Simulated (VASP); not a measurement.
# HClF2 (P4mm) in VASP: notebook, part 2 of 2

VASP 6.6.1. The steps go on from the part before.

**4. Relaxation of cell and atoms, PBE+D3(BJ), collinear spin**

Input file INCAR:

```
SYSTEM = HClF2
PREC = Accurate
ENCUT = 600
EDIFF = 1E-7
ISMEAR = 0
SIGMA = 0.1
LREAL = .False.
LASPH = .True.
NELM = 150
ALGO = Fast
ISIF = 3
LWAVE = .False.
LCHARG = .False.
ISPIN = 2
MAGMOM = 0 0 1 1
LORBIT = 11
GGA = PE
IVDW = 12
IBRION = 2
NSW = 90
EDIFFG = -0.04
```

Input file KPOINTS:

```
Automatic mesh
0
Gamma
  4 4 4
  0 0 0
```

Input file POSCAR:

```
HClF2
1.0
    3.9947495500      0.0000000000      0.0000000000
    0.0000000000      3.9947495500      0.0000000000
    0.0000000000      0.0000000000      4.5808589600
H Cl F
1 1 2
Direct
    0.5000000000      0.5000000000      0.4081862600
    0.0000000000      0.0000000000      0.5956362800
    0.5000000000      0.0000000000      0.5367025900
    0.0000000000      0.5000000000      0.5367025900
```

Potentials or basis: VASP PAW PBE potentials, release 64 (H, Cl, F).

Started as:

```console
cat potpaw_PBE.64/H/POTCAR potpaw_PBE.64/Cl/POTCAR potpaw_PBE.64/F/POTCAR > POTCAR
mpirun -np 1 vasp_std > vasp.out
```

OUTCAR:

```text
SYSTEM = HClF2
   PREC = Accurate
   ENCUT = 600
   EDIFF = 1E-7
   ISMEAR = 0
   LREAL = .False.
   LASPH = .True.
   NELM = 150
   ISIF = 3
   ISPIN = 2
   LORBIT = 11
   GGA = PE
   IVDW = 12
   IBRION = 2
   NSW = 90
   EDIFFG = -0.04
 IVDW          = 12

 ion  position               nearest neighbor table
   1  0.500  0.500  0.408-
   2  0.000  0.000  0.596-   3 2.02   4 2.02   4 2.02   3 2.02
   3  0.500  0.000  0.537-   2 2.02   2 2.02
   4  0.000  0.500  0.537-   2 2.02   2 2.02

  LATTYP: Found a simple tetragonal cell.
 ALAT       =     3.9947495500
 C/A-ratio  =     1.1467199389

  Lattice vectors:

 A1 = (   3.9947495500,   0.0000000000,   0.0000000000)
 A2 = (   0.0000000000,   3.9947495500,   0.0000000000)
 A3 = (   0.0000000000,   0.0000000000,   4.5808589600)

Analysis of symmetry for initial positions (statically):
=====================================================================
 Subroutine PRICEL returns:
 Original cell was already a primitive cell.

 Routine SETGRP: Setting up the symmetry group for a
 simple tetragonal supercell.

 Subroutine GETGRP returns: Found  8 space group operations
[... 310 lines left out ...]

------------------------ aborting loop because EDIFF is reached ----------------------------------------
[... 79 lines left out ...]
--------------------------------------- Ionic step       17  -------------------------------------------

 number of electron      21.9999993 magnetization      -0.9999793

 Free energy of the ion-electron system (eV)
  ---------------------------------------------------
  ext. energy  EPLUGINS =         0.00000000
  ---------------------------------------------------
  free energy    TOTEN  =        -7.48820999 eV

  energy without entropy =       -7.47510571  energy(sigma->0) =       -7.48165785

 E-fermi :  -0.8214     XC(G=0):  -7.8853

 val. band max:       -0.8367717636   @ k =   0.5000   0.2500   0.5000
 cond. band min:      -0.8081473109   @ k =   0.2500   0.2500   0.5000
 fundamental gap:      0.0286244527
 Fermi energy:        -0.8214190309

 spin component 1

 k-point     1 :       0.0000    0.0000    0.0000
  band No.  band energies     occupation
      1     -23.9794      1.00000
      2     -23.3065      1.00000
      3     -15.2488      1.00000
      4      -8.2956      1.00000
      5      -8.2956      1.00000
      6      -5.0976      1.00000
[... 318 lines left out ...]
      2     -23.5061      1.00000
      3     -16.5936      1.00000
      4      -6.0462      1.00000
      5      -5.2882      1.00000
      6      -4.6101      1.00000
[... 8 lines left out ...]
     15       9.2415      0.00000
     16       9.2415      0.00000
 Fermi energy:        -0.8214190309

 spin component 2

 k-point     1 :       0.0000    0.0000    0.0000
  band No.  band energies     occupation
      1     -24.1737      1.00000
      2     -23.4870      1.00000
      3     -15.5858      1.00000
      4      -8.6101      1.00000
      5      -8.6101      1.00000
      6      -5.2008      1.00000
[... 366 lines left out ...]
  FREE ENERGIE OF THE ION-ELECTRON SYSTEM (eV)
  ---------------------------------------------------
  free  energy   TOTEN  =        -7.7547752974 eV

  energy  without entropy=       -7.7416710210  energy(sigma->0) =       -7.74822316

 reached required accuracy - stopping structural energy minimisation

 total charge

# of ion       s       p       d       tot
------------------------------------------
    1        0.295   0.003   0.000   0.299
    2        1.671   3.108   0.000   4.779
    3        1.763   4.171   0.000   5.934
    4        1.763   4.171   0.000   5.934
--------------------------------------------------
tot          5.493  11.453   0.000  16.946

 magnetization (x)

# of ion       s       p       d       tot
------------------------------------------
    1       -0.241  -0.001   0.000  -0.242
    2       -0.009  -0.231   0.000  -0.240
    3       -0.007  -0.080   0.000  -0.088
    4       -0.007  -0.080   0.000  -0.088
--------------------------------------------------
tot         -0.265  -0.392   0.000  -0.657
```

Wall time 10 min (1 thread of Oxide Virtual Turin-like, shared host); peak memory 0.22 GiB.

What came out:

- Free energy: -7.7548 eV
- Relaxed volume: 15.50 Å³/atom
- Relaxed cell: a = 4.190 Å, b = 4.190 Å, c = 3.533 Å, α = 90.00°, β = 90.00°, γ = 90.00°
- Space group after relaxing (to 0.1 Å): P4/mmm (No. 123)
- Energy gained by relaxing: 76.4 meV/atom
- Ionic steps: 17
- Pressure after relaxing: -0.1 GPa
- Largest force after relaxing: 0.038 eV/Å
- Net moment: -1.00 μB per cell
- Site moments: H -0.24; Cl -0.24; F -0.09 μB
- Valence electrons inside the program's atomic spheres: H 0.30; Cl 4.78; F 5.93
- Dispersion energy per atom: -0.067 eV

Forces on the atoms (eV/Å):
```
H    0.000  0.000  0.017
Cl   0.000  0.000  0.038
F    0.000  0.000 -0.027
F    0.000  0.000 -0.027
```

Stress tensor (GPa, compression positive):
```
-0.26  0.00  0.00
 0.00 -0.26  0.00
 0.00  0.00  0.21
```

The path:
```tsv
step	energy change (eV)	largest force (eV/Å)	pressure (GPa)	volume (Å³)
1	0.0000	0.3263	4.36	73.10
2	-0.1236	0.3640	-0.25	78.44
3	-0.1241	0.3636	-0.61	78.98
4	-0.1242	0.3637	-0.54	78.86
5	-0.1365	0.2928	-0.50	78.39
6	-0.1645	0.2232	-0.46	77.00
7	-0.1960	0.2306	-0.47	74.18
8	-0.2128	0.3703	-1.05	68.47
9	-0.2167	0.2470	-0.69	71.42
10	-0.2436	0.2085	0.35	68.45
11	-0.2549	0.1345	2.32	63.86
12	-0.2604	0.1246	2.31	63.49
13	-0.2744	0.0921	2.25	62.39
14	-0.2898	0.0276	2.10	60.16
15	-0.2905	0.0200	2.04	59.40
16	-0.2993	0.0257	1.30	60.24
17	-0.3055	0.0376	-0.10	62.01
```

Final structure:
```
H Cl F
1.0
     4.18951    0.00000    0.00000
     0.00000    4.18951    0.00000
     0.00000    0.00000    3.53266
H Cl F
1 1 2
Cartesian
  2.0948 2.0948 1.8397
  0.0000 0.0000 1.7961
  2.0948 0.0000 1.8511
  0.0000 2.0948 1.8511
```

Caveat: the k points lie up to 0.44 Å⁻¹ apart in the final cell; the volume moved by over 15 % at a fixed basis, so the end points are rough.
